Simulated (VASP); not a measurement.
Here is a VASP 6.6.1 calculation.

INCAR

```
PREC = Accurate
ENCUT = 520
EDIFF = 1E-7
ISMEAR = 0
SIGMA = 0.02
LREAL = Auto
LASPH = True
NELM = 80
ALGO = Normal
ISIF = 2
LWAVE = False
LCHARG = True
GGA = PE
LELF = True
LVHAR = True
NBANDS = 47
```

The input KPOINTS:

```
regular mesh
0
Gamma
  2 2 2
```

Contents of POSCAR:

```
Mg9O8
1.0
    0.0000000000      4.2160000000      4.2160000000
    4.2160000000      0.0000000000      4.2160000000
    4.2160000000      4.2160000000      0.0000000000
Mg O
9 8
Direct
   -0.0132821395      0.0042930503      0.0083715607
    0.0032935247      0.0162897296      0.4837287713
    0.0036829934      0.5089206594     -0.0174877846
   -0.0360429317      0.5379307400      0.4850061670
    0.5043760674      0.0047842742      0.0087470351
    0.4928397770     -0.1100439991      0.6224149668
    0.5340301233      0.4817801233     -0.0476145636
    0.5164246917      0.5320563330      0.4862154886
    0.4109752135      0.2947432400      0.3775359345
    0.2267405123      0.2889589658      0.2058662239
    0.2436930740      0.2637613852      0.7543581594
    0.2705921490      0.7193065702      0.2415096063
    0.2354220825      0.7304106973      0.7614211338
    0.7747329222      0.2871956831      0.2116416034
    0.7612214184      0.2552555740      0.7279597960
    0.7671495493      0.7417581831      0.2259360769
    0.7720311907      0.7343687144      0.7598139231
```

Potentials or basis: VASP PAW PBE potentials, release 64 (Mg, O).

Command:

```bash
$ cat potpaw_PBE.64/Mg/POTCAR potpaw_PBE.64/O/POTCAR > POTCAR
$ mpirun -np 1 vasp_std > vasp.out
```

Problem. Estimate the pressure.

Solution. 43.6 GPa.

Problem. What does it give for the largest force?

Solution. 0.610 eV/Å.

Problem. What does it give for the band gap on the k mesh?

Solution. 0.20 eV.

Forces on the atoms (eV/Å):
```
Mg  -0.116 -0.001 -0.035
Mg   0.019  0.117 -0.109
Mg   0.123 -0.200  0.122
Mg   0.095  0.009 -0.118
Mg  -0.135  0.000 -0.072
Mg  -0.162 -0.402  0.429
Mg   0.266 -0.099  0.099
Mg   0.138  0.084  0.054
Mg   0.081  0.258 -0.242
O   -0.040  0.571  0.007
O   -0.261  0.148 -0.157
O    0.308 -0.096  0.035
O    0.089 -0.111  0.184
O   -0.120  0.036 -0.421
O   -0.232  0.118 -0.177
O   -0.135 -0.312  0.275
O    0.083 -0.121  0.126
```

Caveat: the k points lie up to 0.65 Å⁻¹ apart.
